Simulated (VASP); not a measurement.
A run of VASP 6.6.1:

POSCAR

```
Si2N
1.0
    2.1478793893     -3.7146916365      0.0000000000
    2.1478793893      3.7146916365      0.0000000000
    0.0000000000      0.0000000000      2.6199760071
Si N
2 1
Direct
    0.3207857220      0.6792142780      0.5000000000
    0.6792142780      0.3207857220      0.5000000000
    0.5000000000      0.5000000000      0.0000000000
```

The input INCAR.step1:

```
PREC     = Accurate       # precision mode
ENCUT    = 520            # plane-wave cutoff, eV
EDIFF    = 1E-7           # SCF threshold, eV
ISMEAR   = 0              # smearing method
SIGMA    = 0.1            # smearing width, eV
LREAL    = F              # projectors in reciprocal space
LASPH    = T              # aspherical terms in the spheres
NELM     = 100            # most SCF steps
ALGO     = Normal         # electronic algorithm
ISIF     = 2              # what is computed and relaxed
LWAVE    = F              # write WAVECAR
LCHARG   = T              # write CHGCAR
GGA      = PE             # functional
NBANDS   = 14             # bands
```

Contents of KPOINTS.step1:

```
regular mesh
0
Gamma
  12 12 18
```

Contents of INCAR.step2:

```
PREC     = Accurate       # precision mode
ENCUT    = 520            # plane-wave cutoff, eV
EDIFF    = 1E-7           # SCF threshold, eV
ISMEAR   = -5             # smearing method
SIGMA    = 0.1            # smearing width, eV
LREAL    = F              # projectors in reciprocal space
LASPH    = T              # aspherical terms in the spheres
NELM     = 100            # most SCF steps
ALGO     = Normal         # electronic algorithm
ISIF     = 2              # what is computed and relaxed
LWAVE    = F              # write WAVECAR
LCHARG   = F              # write CHGCAR
GGA      = PE             # functional
LORBIT   = 11             # projections on sites
NBANDS   = 14             # bands
NEDOS    = 1001           # points of the DOS
ICHARG   = 11             # starting density
```

File KPOINTS.step2:

```
regular mesh
0
Gamma
  18 18 27
```

Potentials or basis: VASP PAW PBE potentials, release 64 (Si, N).

Launch:

```sh
$ cat potpaw_PBE.64/Si/POTCAR potpaw_PBE.64/N/POTCAR > POTCAR
$ cp INCAR.step1 INCAR
$ cp KPOINTS.step1 KPOINTS
$ mpirun -np 1 vasp_std > vasp.out
$ cp INCAR.step2 INCAR
$ cp KPOINTS.step2 KPOINTS
$ mpirun -np 1 vasp_std > vasp.out
```

Hardware: 1 thread of Intel(R) Xeon(R) Platinum 8259CL CPU @ 2.50GHz (Skylake/Cascade Lake), with other jobs on the host.

Problem. How long does it take, and how much memory?

Solution. It took 5.1 min on 1 thread of Intel(R) Xeon(R) Platinum 8259CL CPU @ 2.50GHz (Skylake/Cascade Lake), on a shared host, peak memory 0.7 GiB. Counts: k points 1274.
